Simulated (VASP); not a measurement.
**Pb: single point with r2SCAN**

Crystal: Pb.

```
Pb
1.0
     3.52861    0.00000    0.00000
    -1.76431    3.05587    0.00000
     0.00000    0.00000   11.53183
Pb
4
Direct
  0.00000 0.00000 0.00000
  0.33333 0.66667 0.25000
  0.00000 0.00000 0.50000
  0.66667 0.33333 0.75000
```

```yaml
Program: VASP 6.6.1
Task: single point
Functional: r2SCAN
Potentials_or_basis: VASP PAW PBE potentials, release 64 (Pb_d)
Cutoff: 520 eV
k_mesh: 12 × 12 × 4
Occupations: gaussian, width 0.1 eV
Spin: no spin polarisation
Dipole_correction: no
Further_INCAR_settings: ALGO = Normal; EDIFF = 1e-07; NBANDS = 36
```

- Pressure: 0.0 GPa
- Band gap on the k mesh: zero (band 28 reaches 12.66 eV, above the bottom of band 29 at 4.82 eV)

Levels at points of the mesh, in eV from the Fermi level:
| k point | band 26 | band 27 | band 28 | band 29 | band 30 | band 31 |
| --- | --- | --- | --- | --- | --- | --- |
| (0.00, 0.00, 0.00) | 0.69 | 0.70 | 5.58 | 5.58 | 6.39 | 6.39 |
| (0.50, 0.00, 0.00) | -3.86 | -2.46 | -1.97 | -0.07 | 0.79 | 2.02 |
| (0.00, 0.00, 0.50) | -2.64 | 4.64 | 4.64 | 5.81 | 5.81 | 5.81 |
| (0.50, 0.00, 0.50) | -3.62 | -2.91 | -2.91 | 1.29 | 1.29 | 2.39 |

Run time: 16 min on 1 thread of Intel Xeon 6975P-C, on a shared host, peak memory 0.39 GiB.

Caveat: the PAW data sets were made with another functional, which shifts forces and pressure a little; spin-orbit coupling is left out, which moves the levels of the heavy elements.
